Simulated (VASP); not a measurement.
N:

```xyz
2
Lattice="2.5195 0.0000 0.0000 -1.2597 2.1819 0.0000 0.0000 0.0000 2.4460" Properties=species:S:1:pos:R:3 pbc="T T T"
N     0.0000    1.4546    1.8345
N     1.2597    0.7273    0.6115
```

Base run:

* Program: VASP 6.6.1
* Functional: PBE
* Potentials or basis: VASP PAW PBE potentials, release 64 (N)
* Cutoff: 520 eV
* k mesh: 8 × 8 × 8
* Occupations: fermi-dirac, width 0.02 eV
* Spin: no spin polarisation

Its results: band gap on the k mesh zero (band 5 reaches 7.83 eV, above the bottom of band 6 at 3.54 eV); pressure 9.2 GPa.

Task: The run is repeated on the same cell with these changes: k mesh from 8 × 8 × 8 to 6 × 6 × 6; further incar settings from ALGO = Normal; EDIFF = 1e-06; NBANDS = 12 to ALGO = Normal; EDIFF = 1e-07; NBANDS = 12. What comes out?

Result: Band gap on the k mesh zero (band 5 reaches 7.90 eV, above the bottom of band 6 at 3.19 eV); pressure 12.7 GPa.

Caveats: some runs use coarse meshes.
